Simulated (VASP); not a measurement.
Input of a VASP 6.6.1 run:

Contents of INCAR:

```
PREC = Accurate ; ENCUT = 520
EDIFF = 1E-7 ; ISMEAR = 0
SIGMA = 0.15 ; LREAL = False
LASPH = True ; NELM = 60
ALGO = Fast ; ISIF = 2
LWAVE = False ; LCHARG = False
GGA = PE ; NBANDS = 10
```

KPOINTS

```
Automatic mesh
0
Gamma
  20 20 12
```

File POSCAR:

```
Al
1.0
   -1.6606977635      1.6606977635      1.6175102401
    1.6606977635     -1.6606977635      1.6175102401
    3.3213955269      3.3213955269      0.0000000000
Al
2
Direct
    0.0977047079     -0.0977047079      0.0000000000
    0.4022952921      0.5977047079      0.5000000000
```

Potentials or basis: VASP PAW PBE potentials, release 64 (Al).

Launch:

```sh
$ cat potpaw_PBE.64/Al/POTCAR > POTCAR
$ mpirun -np 1 vasp_std > vasp.out
```

Q: Predict the band gap on the k mesh.

A: Zero (bands 3 and 4 overlap by 8.20 eV).

Q: Estimate the largest force.

A: 0.226 eV/Å.

Stress tensor (GPa, compression positive):
```
-1.13 -0.24  0.00
-0.24 -1.13  0.00
 0.00  0.00 -5.65
```

Caveat: the cell differs from its parent crystal (atoms displaced along a vibrational mode, the cell strained).
